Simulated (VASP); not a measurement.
Here is a VASP 6.6.1 calculation.

The input INCAR:

```
SYSTEM = AlN
PREC = Accurate
ENCUT = 600
EDIFF = 1E-6
ISMEAR = -1
SIGMA = 0.01
LREAL = .False.
LASPH = .True.
NELM = 120
ALGO = Normal
ISIF = 2
LWAVE = .False.
LCHARG = .True.
GGA = PE
LELF = .True.
LVHAR = .True.
NBANDS = 16
GGA_COMPAT = .False.
```

File KPOINTS:

```
regular mesh
0
Gamma
  10 10 6
  0 0 0
```

File POSCAR:

```
AlN
1.0
    3.1297569663      0.0000000289      0.0000000000
   -1.5648785082      2.7104490260      0.0000000000
    0.0000000000      0.0000000000      5.0174032534
Al N
2 2
Direct
    0.6671048056      0.3329323774      0.5000247799
    0.3329323767      0.6671048056      1.0000247801
    0.6639230870      0.3360397301      0.8799752205
    0.3360397294      0.6639230870      0.3799752203
```

Potentials or basis: VASP PAW PBE potentials, release 64 (Al, N).

Run with:

```sh
$ cat potpaw_PBE.64/Al/POTCAR potpaw_PBE.64/N/POTCAR > POTCAR
$ mpirun -np 1 vasp_std > vasp.out
```

(1) What does it give for the largest force?

(2) What does it give for the band gap on the k mesh?

Results:

(1) 0.228 eV/Å.

(2) 4.07 eV.
